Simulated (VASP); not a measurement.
TiB2:

```
Ti B
1.0
     3.02593    0.00000    0.00000
    -1.51296    2.62053    0.00000
     0.00000    0.00000    3.22877
Ti B
1 2
Direct
  0.00000 0.00000 0.00000
  0.33333 0.66667 0.50000
  0.66667 0.33333 0.50000
```

- Program: VASP 6.6.1
- Task: relaxation of cell and atoms
- Functional: PBEsol
- Potentials or basis: VASP PAW PBE potentials, release 64 (Ti_sv, B)
- Cutoff: 600 eV
- k mesh: 15 × 15 × 12
- Occupations: gaussian, width 0.1 eV
- Spin: no spin polarisation

At the start: pressure -4.3 GPa; volume 8.53 Å³/atom.

**Question.** Where does the relaxation end?

**Answer.** Over 5 steps the energy falls by 2.8 meV/atom and the volume is 8.38 Å³/atom (-1.8 %); space group P6/mmm (No. 191, to 0.1 Å) before and after.

The path:
```tsv
step	energy change (eV)	largest force (eV/Å)	pressure (GPa)	volume (Å³)
1	0.0000	0.0000	-4.27	25.60
2	-0.0033	0.0000	4.21	24.77
3	-0.0075	0.0000	0.45	25.12
4	-0.0083	0.0000	0.00	25.14
5	-0.0083	0.0000	0.00	25.14
```

Final structure:
```xyz
3
Lattice="3.0187 0.0000 0.0000 -1.5094 2.6143 0.0000 0.0000 0.0000 3.1858" Properties=species:S:1:pos:R:3 pbc="T T T"
Ti    0.0000    0.0000    0.0000
B     0.0000    1.7429    1.5929
B     1.5094    0.8714    1.5929
```

Caveat: the PAW data sets were made with another functional, which shifts forces and pressure a little.
